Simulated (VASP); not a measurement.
# Sb (P1) in VASP: single point with PBEsol

Aim: the single point of Sb with PBEsol.

Program: VASP 6.6.1. These are calculated values, not measurements. Logs are shortened: lines on timing, memory, paths and dates and some standing lists are left out, and cuts for length are marked.

### 1 The cell of the first run

The typed cell holds 32 atoms: a = 10.455 Å, b = 10.455 Å, c = 10.455 Å, α = 100.13°, β = 112.46°, γ = 116.24°.

### 2 Single point, PBEsol

INCAR

```
SYSTEM = Sb
PREC = Accurate ; ENCUT = 520
EDIFF = 1E-6 ; ISMEAR = -1
SIGMA = 0.0948 ; LREAL = Auto
LASPH = .True. ; NELM = 80
ALGO = Normal ; ISIF = 2
LWAVE = .False. ; LCHARG = .False.
GGA = PS ; NBANDS = 102
```

KPOINTS

```
Automatic mesh
0
Gamma
  2 2 2
  0.5 0.5 0.5
```

POSCAR

```
Sb
1.0
    6.7108178797     -5.8117387639      5.5218808673
   -6.7108178797      5.8117387639      5.5218808673
   -6.7108178796     -5.8117387640     -5.5218808673
Sb
32
Direct
    0.2113750305      0.7650782222      0.7192274933
    0.9616775542      0.8810491219      0.6315040582
    0.7230618338      0.2046697010      0.6968495163
    0.5112706599      0.4010483303      0.6171018279
    0.2583399833      0.5294285088      0.4553332143
    0.7446760744      0.0065017596      0.4771000268
    0.9680240849      0.6117435186      0.3102758907
    0.4965423045      0.1360093887      0.3437504607
    0.2312254283      0.1977872539      0.1908802357
    0.7116717041      0.7488952314      0.1629826210
    0.9781674769      0.3690277977      0.0904115506
    0.4537577531      0.8656607113      0.0181806846
    0.2744491499     -0.0115520108      0.9871364149
    0.6993220190      0.5056440408      0.9681266510
    1.0158411200      0.1871372389      0.8350414097
    0.4375277696      0.5921972550      0.8302679869
    0.5350026307      0.8618118955      0.7066658085
    0.2736699750      0.0100047818      0.5341602405
    0.0613736645      0.4163106116      0.6541348414
    0.8309446156      0.5464460687      0.5502265151
    0.5377710314      0.5762651226      0.4084852568
    0.0286544532      0.1464778620      0.4285792899
    0.3598824162      0.7893701036      0.3608448912
    0.7550952793      0.2441641706      0.2635126822
    0.5482819063      0.3623340394      0.1959056696
    0.0614603528      0.8368373285      0.2007074774
    0.3506926747      0.5291724054      0.0692146681
    0.8090098884     -0.0066384244      0.0279221228
    0.5865237601      0.1707920567      0.9112265983
    0.0662964908      0.6350278305      0.9473077158
    0.2991444005      0.2647760598      0.7757131498
    0.7748770300      0.7886560280      0.7889647355
```

Potentials or basis: VASP PAW PBE potentials, release 64 (Sb).

On the command line:

```
cat potpaw_PBE.64/Sb/POTCAR > POTCAR
mpirun -np 1 vasp_std > vasp.out
```

OUTCAR:

```text
SYSTEM = Sb
   PREC = Accurate
   ENCUT = 520
   EDIFF = 1E-6
   ISMEAR = -1
   LREAL = Auto
   LASPH = .True.
   NELM = 80
   ISIF = 2
   GGA = PS

 ion  position               nearest neighbor table
   1  0.211  0.765  0.719-  12 2.78  13 2.94  20 3.06  19 3.08  17 3.14   2 3.24  30 3.45  18 3.46
                            16 3.55   7 3.60   5 3.69  29 3.70
   2  0.962  0.881  0.632-  20 2.94  32 2.97   6 3.17  15 3.19   1 3.24  13 3.43  31 3.48  21 3.50
                            18 3.55  22 3.77
   3  0.723  0.205  0.697-  15 2.95   6 2.96  29 3.08   8 3.26  17 3.28  11 3.47  19 3.50   4 3.61
                            18 3.65
   4  0.511  0.401  0.617-  21 3.10  14 3.12  31 3.25  16 3.27  32 3.32  20 3.41  18 3.43   5 3.49
                             8 3.52   3 3.61   9 3.76
   5  0.258  0.529  0.455-  23 2.95  21 2.99  17 3.07  11 3.29   7 3.39  16 3.42  19 3.46   4 3.49
                            22 3.53   1 3.69
   6  0.745  0.007  0.477-   3 2.96  22 2.96  23 3.17   2 3.17  15 3.21   8 3.39  19 3.57  24 3.62
                            10 3.65
   7  0.968  0.612  0.310-  26 2.75  14 3.18  11 3.18  24 3.30  20 3.36   5 3.39  23 3.43  18 3.48
                            25 3.50  10 3.55   1 3.60
   8  0.497  0.136  0.344-  24 2.94  25 3.01   9 3.04  13 3.14   3 3.26  23 3.32   6 3.39   4 3.52
                            18 3.59  20 3.61  26 3.65  12 3.76
   9  0.231  0.198  0.191-  25 2.96   8 3.04  13 3.08  21 3.34  28 3.40  26 3.43  15 3.49  11 3.75
[... 33 lines left out ...]
  26  0.061  0.837  0.201-   7 2.75  18 2.94  30 3.11  10 3.19  23 3.23  14 3.26   9 3.43   8 3.65
                            28 3.76
  27  0.351  0.529  0.069-  10 3.03  16 3.05  21 3.14  15 3.22  25 3.31  12 3.40  31 3.43  30 3.49
                            11 3.61  23 3.65   9 3.76
  28  0.809  0.993  0.028-  32 2.78  17 2.99  10 3.10  12 3.30  11 3.32   9 3.40  22 3.52  29 3.58
                            24 3.65  16 3.66  15 3.71  26 3.76
  29  0.587  0.171  0.911-  14 3.01   3 3.08  11 3.14  24 3.18  17 3.23  31 3.44  12 3.45  13 3.45
                            18 3.47  25 3.54  28 3.58   1 3.70
  30  0.066  0.635  0.947-  26 3.11  13 3.20  11 3.33  12 3.35   1 3.45  19 3.45  27 3.49  14 3.57
                            20 3.60  23 3.71
  31  0.299  0.265  0.776-  16 2.91  15 3.04  18 3.17  22 3.19  14 3.22   4 3.25  27 3.43  29 3.44
                            19 3.48   2 3.48
  32  0.775  0.789  0.789-  28 2.78  17 2.81   2 2.97   4 3.32  21 3.38  16 3.45  15 3.61  20 3.63
                            14 3.73

  LATTYP: Found a body centered orthorhombic cell.
 ALAT       =    11.0437617346
 B/A-ratio  =     1.0524926024
 C/A-ratio  =     1.2153137746

  Lattice vectors:

 A1 = (   6.7108178797,  -5.8117387639,  -5.5218808673)
 A2 = (   6.7108178796,   5.8117387640,   5.5218808673)
 A3 = (  -6.7108178796,  -5.8117387640,   5.5218808673)

Analysis of symmetry for initial positions (statically):
=====================================================================
 Subroutine PRICEL returns:
 Original cell was already a primitive cell.

 Routine SETGRP: Setting up the symmetry group for a
 body centered orthorhombic supercell.

 Subroutine GETGRP returns: Found  1 space group operations
 (whereof  1 operations were pure point group operations)
 out of a pool of  8 trial point group operations.

The static configuration has the point symmetry C_1 .

Analysis of symmetry for dynamics (positions and initial velocities):
=====================================================================
 Subroutine PRICEL returns:
 Original cell was already a primitive cell.

 Routine SETGRP: Setting up the symmetry group for a
 body centered orthorhombic supercell.

 Subroutine GETGRP returns: Found  1 space group operations
 (whereof  1 operations were pure point group operations)
 out of a pool of  8 trial point group operations.

The dynamic configuration has the point symmetry C_1 .

 Subroutine INISYM returns: Found  1 space group operations
 (whereof  1 operations are pure point group operations),
 and found     1 'primitive' translations

----------------------------------------------------------------------------------------

                                     Primitive cell

  volume of cell :     861.4470

  direct lattice vectors                    reciprocal lattice vectors
     6.710817880 -5.811738764  5.521880867     0.000000000 -0.086032773  0.090548857
    -6.710817880  5.811738764  5.521880867    -0.074506567 -0.000000000  0.090548857
    -6.710817880 -5.811738764 -5.521880867    -0.074506567 -0.086032773  0.000000000

  length of vectors
    10.454786100 10.454786100 10.454786100     0.124902896  0.117261775  0.113810661

  position of ions in fractional coordinates (direct lattice)
     0.211375031  0.765078222  0.719227493
     0.961677554  0.881049122  0.631504058
     0.723061834  0.204669701  0.696849516
     0.511270660  0.401048330  0.617101828
     0.258339983  0.529428509  0.455333214
     0.744676074  0.006501760  0.477100027
[... 24 lines left out ...]
     0.299144400  0.264776060  0.775713150
     0.774877030  0.788656028  0.788964736

  ion indices of the primitive-cell ions
   primitive index   ion index
                 1           1
                 2           2
                 3           3
                 4           4
                 5           5
                 6           6
[... 24 lines left out ...]
                31          31
                32          32

----------------------------------------------------------------------------------------

 KPOINTS: Automatic mesh

Automatic generation of k-mesh.
 Grid dimensions read from file:
 generate k-points for:    2    2    2

 Generating k-lattice:

  Cartesian coordinates                     Fractional coordinates (reciprocal lattice)
     0.000000000 -0.043016386  0.045274428     0.500000000 -0.000000000  0.000000000
    -0.037253283 -0.000000000  0.045274428    -0.000000000  0.500000000  0.000000000
    -0.037253283 -0.043016386  0.000000000     0.000000000 -0.000000000  0.500000000

  Length of vectors
     0.062451448  0.058630888  0.056905330

  Shift w.r.t. Gamma in fractional coordinates (k-lattice)
     0.500000000  0.500000000  0.500000000

 Subroutine IBZKPT returns following result:
 ===========================================

 Found      4 irreducible k-points:

 Following reciprocal coordinates:
            Coordinates               Weight
  0.250000  0.250000  0.250000      2.000000
 -0.250000  0.250000  0.250000      2.000000
  0.250000 -0.250000  0.250000      2.000000
 -0.250000 -0.250000  0.250000      2.000000
   k-points           NKPTS =      4   k-points in BZ     NKDIM =      4   number of bands    NBANDS=    102
   number of dos      NEDOS =    301   number of ions     NIONS =     32
   total plane-waves  NPLWV = 512000
   dimension x,y,z NGX =    80 NGY =   80 NGZ =   80
   dimension x,y,z NGXF=   160 NGYF=  160 NGZF=  160
   ions per type =              32
   NGX,Y,Z   is equivalent  to a cutoff of  12.72, 12.72, 12.72 a.u.
   NGXF,Y,Z  is equivalent  to a cutoff of  25.44, 25.44, 25.44 a.u.
 SYSTEM =  Sb
   PREC   = accura    normal or accurate (medium, high low for compatibility)
   ISTART =      0    job   : 0-new  1-cont  2-samecut
   ICHARG =      2    charge: 1-file 2-atom 10-const
   ISPIN  =      1    spin polarized calculation?
   LNONCOLLINEAR =      F non collinear calculations
   LSORBIT =      F    spin-orbit coupling
   LASPH  =      T    aspherical Exc in radial PAW
   ENCUT  =  520.0 eV  38.22 Ry    6.18 a.u.  19.44 19.44 19.44*2*pi/ulx,y,z
   NELM   =     80;   NELMIN=  2; NELMDL= -5     # of ELM steps
   EDIFF  = 0.1E-05   stopping-criterion for ELM
   LREAL  =      T    real-space projection
   EDIFFG = 0.1E-04   stopping-criterion for IOM
   NSW    =      0    number of steps for IOM
[... 5 lines left out ...]
   TEBEG  =    0.0;   TEEND  =   0.0 temperature during run
   PSTRESS=    0.0 pullay stress
   NELECT =     160.0000    total number of electrons
   NUPDOWN=      -1.0000    fix difference up-down
   EMIN   =  10.00;   EMAX   =-10.00  energy-range for DOS
   EFERMI =   0.00;   METHOD = LEGACY
   ISMEAR =    -1;   SIGMA  =   0.09  broadening in eV -4-tet -1-fermi 0-gaus
   EFERMI_NEDOS =   21; number of points for ismear=-14 and -15
   IALGO  =     38    algorithm
   IMIX   =      4    mixing-type and parameters
     AMIX     =   0.40;   BMIX     =  1.00
     AMIX_MAG =   1.60;   BMIX_MAG =  1.00
  volume/ion in A,a.u.               =      26.92       181.67
  Fermi-wavevector in a.u.,A,eV,Ry     =   0.934054  1.765106 11.870496  0.872457
  Thomas-Fermi vector in A             =   2.060819
   LORBIT       =      0    0 simple, 1 ext, 2 COOP (PROOUT), +10 PAW based schemes
   GGA     = PS    functional components
   LHFCALC =     F    Hartree Fock is set to
   AEXX    =    0.0000 exact exchange contribution
   IVDW    =     0    specifies the selected vdW correction
   LEPSILON=     F    determine dielectric tensor
   LRPA    =     F    only Hartree local field effects (RPA)
 non-spin polarized calculation
  energy-cutoff  :      520.00
  volume of cell :      861.45
 maximum number of plane-waves:     23211
 NGX is ok and might be reduce to    80
   NGX = 39   NGY = 39   NGZ = 39

 number of electron     159.9999998 magnetization

 Free energy of the ion-electron system (eV)
  ---------------------------------------------------
  ext. energy  EPLUGINS =         0.00000000
  ---------------------------------------------------
  free energy    TOTEN  =      -136.56485734 eV

  energy without entropy =     -135.99954819  energy(sigma->0) =     -136.28220277

 E-fermi :   8.3031     XC(G=0): -10.2581

 val. band max:        8.2849972056   @ k =   0.2500   0.2500   0.2500
 cond. band min:       8.3319394540   @ k =  -0.2500   0.2500   0.2500
 fundamental gap:      0.0469422484
 Fermi energy:         8.3030557147

 k-point     1 :       0.2500    0.2500    0.2500
  band No.  band energies     occupation
      1      -4.6776      2.00000
      2      -4.4015      2.00000
      3      -4.1082      2.00000
      4      -3.9691      2.00000
      5      -3.2226      2.00000
      6      -2.8130      2.00000
[... 369 lines left out ...]
     91       9.2973      0.00006
     92       9.3399      0.00004
 [bands above 92 left out]

------------------------ aborting loop because EDIFF is reached ----------------------------------------

  FORCE on cell =-STRESS in cart. coord.  units (eV):
  Direction    XX          YY          ZZ          XY          YZ          ZX
  --------------------------------------------------------------------------------------
  -------------------------------------------------------------------------------------
  Total       24.7034379     15.2767842     16.6321408     -6.0176420     -1.4502771     -1.6669148
  in kB       45.9451228     28.4127955     30.9335792    -11.1920172     -2.6973234     -3.1002407
  external PRESSURE =      35.0971658 kB  Pullay stress =       0.0000000 kB

 VOLUME and BASIS-vectors are now :
 -----------------------------------------------------------------------------
  energy-cutoff  :      520.00
  volume of cell :      861.45
      direct lattice vectors                 reciprocal lattice vectors
     6.710817880 -5.811738764  5.521880867     0.000000000 -0.086032773  0.090548857
    -6.710817880  5.811738764  5.521880867    -0.074506567 -0.000000000  0.090548857
    -6.710817880 -5.811738764 -5.521880867    -0.074506567 -0.086032773  0.000000000

 POSITION                                       TOTAL-FORCE (eV/Angst)
 -----------------------------------------------------------------------------------
     -8.54241     -0.96198      1.42037         1.055948      1.331368      0.199262
     -3.69683     -4.13873      6.68823        -0.124836      0.339846      0.390683
     -1.19759     -7.06267      1.27490        -0.559195      0.425430      0.277003
     -3.40158     -4.22702      1.63015         0.221601      0.006147      0.129696
     -4.87488     -1.07078      1.83567         0.258747      0.343536     -0.858134
      1.75202     -7.06286      1.51342         0.909654     -0.118721     -0.202973
[... 24 lines left out ...]
     -4.97503     -4.70798     -1.16949         0.612867     -0.310429     -0.492215
     -5.38707     -4.50518      4.27707         1.524027     -0.642409     -0.034901
 -----------------------------------------------------------------------------------
    total drift:                               -0.022019      0.012780     -0.009530

  FREE ENERGIE OF THE ION-ELECTRON SYSTEM (eV)
  ---------------------------------------------------
  free  energy   TOTEN  =      -136.5648573382 eV

  energy  without entropy=     -135.9995481942  energy(sigma->0) =     -136.28220277
```

Wall time 8.3 min (1 thread of Intel Xeon 6975P-C (Granite Rapids), shared host); peak memory 0.98 GiB.

Results:

- Free energy: -136.5649 eV
- Pressure: 3.5 GPa
- Largest force: 2.549 eV/Å
- Band gap on the k mesh: zero (bands 80 and 81 overlap by 0.01 eV)

Forces on the atoms (eV/Å):
```
Sb   1.056  1.331  0.199
Sb  -0.125  0.340  0.391
Sb  -0.559  0.425  0.277
Sb   0.222  0.006  0.130
Sb   0.259  0.344 -0.858
Sb   0.910 -0.119 -0.203
Sb   0.074 -0.836 -1.033
Sb  -0.516 -0.513 -0.654
Sb  -0.514  0.510 -0.444
Sb  -0.799 -0.520  0.463
Sb  -0.139 -0.122  0.089
Sb   0.238 -2.537  0.068
Sb  -1.700  1.708 -0.439
Sb   0.931 -0.428  0.087
Sb  -0.473 -0.569  0.099
Sb   0.228  0.561  0.146
Sb  -0.166  0.977  0.353
Sb  -0.080 -0.225 -0.078
Sb   0.036  0.277 -0.357
Sb   0.162 -0.569 -0.426
Sb  -0.572  0.470  0.017
Sb  -0.062  0.077  0.393
Sb   0.088  0.357  0.177
Sb   0.996 -0.977  0.367
Sb   0.268  1.162  0.838
Sb  -0.053  0.775  1.130
Sb  -0.437  0.225 -0.533
Sb  -1.264 -1.070  0.333
Sb  -0.249 -0.141  0.004
Sb   0.105  0.032 -0.007
Sb   0.613 -0.310 -0.492
Sb   1.524 -0.642 -0.035
```

Levels at points of the mesh, in eV from the Fermi level:
```
           k point  band 76  band 77  band 78  band 79  band 80  band 81  band 82  band 83  band 84  band 85
(0.25, 0.25, 0.25)    -0.42    -0.33    -0.26    -0.04    -0.02     0.12     0.21     0.31     0.49     0.57
```

Caveat: the k points lie up to 0.37 Å⁻¹ apart; the atoms stand as in a frame of molecular dynamics; the PAW data sets were made with another functional, which shifts forces and pressure a little; spin-orbit coupling is left out, which moves the levels of the heavy elements.

The gap in the log of VASP goes by the Fermi energy; the results here count the filled bands.